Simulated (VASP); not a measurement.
Here is a VASP 6.6.1 calculation.

The input INCAR:

```
PREC = Accurate
ENCUT = 520
EDIFF = 1E-7
ISMEAR = -1
SIGMA = 0.05
LREAL = False
LASPH = True
NELM = 100
ALGO = Normal
ISIF = 2
LWAVE = False
LCHARG = False
GGA = RE
IVDW = 12
NBANDS = 13
```

KPOINTS

```
Automatic mesh
0
Gamma
  11 11 11
```

POSCAR

```
Sn
1.0
   -1.6923412350      1.6923134315      2.3006129457
    1.6923412350     -1.6923134315      2.3006129457
    1.6923412350      1.6923134315     -2.3006129457
Sn
1
Direct
    0.0000000000      0.0000000000      0.0000000000
```

Potentials or basis: VASP PAW PBE potentials, release 64 (Sn_d).

Launch:

```sh
$ cat potpaw_PBE.64/Sn_d/POTCAR > POTCAR
$ mpirun -np 1 vasp_std > vasp.out
```

(1) Predict the band gap on the k mesh.

(2) What does it give for the pressure?

(3) Estimate the dispersion energy per atom.

Answers

(1) zero (bands 7 and 8 overlap by 9.93 eV).

(2) -0.1 GPa.

(3) -0.732 eV.

Caveat: the PAW data sets were made with another functional, which shifts forces and pressure a little; spin-orbit coupling is left out, which moves the levels of the heavy elements.
